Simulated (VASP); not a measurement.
Here is a VASP 6.6.1 calculation.

The input INCAR:

```
ALGO = Normal ; EDIFF = 1E-6
ENCUT = 500 ; GGA_COMPAT = False
ISIF = 2 ; ISMEAR = 0
LASPH = True ; LCHARG = False
LREAL = False ; LWAVE = False
NBANDS = 10 ; NELM = 120
PREC = Accurate ; SIGMA = 0.1
```

Contents of KPOINTS:

```
k-points
0
Gamma
  14 14 14
```

POSCAR

```
Na
1.0
   -2.0859647254      2.0859647254      2.0859647254
    2.0859647254     -2.0859647254      2.0859647254
    2.0859647254      2.0859647254     -2.0859647254
Na
1
Direct
    0.0000000000      0.0000000000      0.0000000000
```

Potentials or basis: VASP PAW LDA potentials, release 64 (Na_pv).

Launch:

```console
$ cat potpaw_LDA.64/Na_pv/POTCAR > POTCAR
$ mpirun -np 1 vasp_std > vasp.out
```

Estimate the band gap on the k mesh.

zero (an odd number of electrons rules out a gap without spin polarisation).

Predict the pressure.

-0.7 GPa.
